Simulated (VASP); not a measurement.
Bi2Te2Se: single point with PBEsol

Crystal: Bi2Te2Se.

```
Bi Te Se
1.0
     2.18001    1.25863   10.67884
    -2.18001    1.25863   10.67884
     0.00000   -2.51726   10.67884
Bi Te Se
2 2 1
Direct
  0.60828 0.60828 0.60828
  0.39172 0.39172 0.39172
  0.21960 0.21960 0.21960
  0.78041 0.78041 0.78041
  0.00000 0.00000 0.00000
```

```yaml
Program: VASP 6.6.1
Task: single point
Functional: PBEsol
Potentials_or_basis: VASP PAW PBE potentials, release 64 (Bi_d, Te, Se)
Cutoff: 520 eV
k_mesh: 6 × 6 × 6
Occupations: gaussian, width 0.01 eV
Spin: no spin polarisation
Dipole_correction: no
Further_INCAR_settings: ALGO = Normal; EDIFF = 1e-06; NBANDS = 32
```

```json
{
 "Pressure": "-2.6 GPa",
 "Largest force": "0.214 eV/Å",
 "Band gap on the k mesh": "0.41 eV"
}
```

Forces in eV/Å, atoms in the order of the input:
```
Bi   0.000  0.000 -0.012
Bi   0.000  0.000  0.012
Te   0.000  0.000  0.214
Te   0.000  0.000 -0.214
Se   0.000  0.000  0.000
```

Levels at points of the mesh, in eV from the valence-band top:
| k point | band 21 | band 22 | band 23 | band 24 | band 25 | band 26 | band 27 | band 28 |
| --- | --- | --- | --- | --- | --- | --- | --- | --- |
| (0.00, 0.00, 0.00) | -0.95 | -0.55 | -0.55 | 0.00 | 0.41 | 1.40 | 1.40 | 2.17 |
| (0.50, 0.00, 0.00) | -2.06 | -1.52 | -0.75 | -0.50 | 1.08 | 2.00 | 2.83 | 3.09 |
| (0.50, 0.50, 0.00) | -1.71 | -1.28 | -0.96 | -0.87 | 1.61 | 1.76 | 2.39 | 2.94 |
| (0.50, 0.50, 0.50) | -0.87 | -0.66 | -0.66 | -0.50 | 0.81 | 1.55 | 1.55 | 2.06 |

Run time: 17 min on 1 thread of Intel(R) Xeon(R) Platinum 8259CL CPU @ 2.50GHz (Skylake/Cascade Lake) (shared host), peak memory 1.2 GiB.

Caveat: the PAW data sets were made with another functional, which shifts forces and pressure a little; spin-orbit coupling is left out, which moves the levels of the heavy elements. A k mesh can miss the band edges.
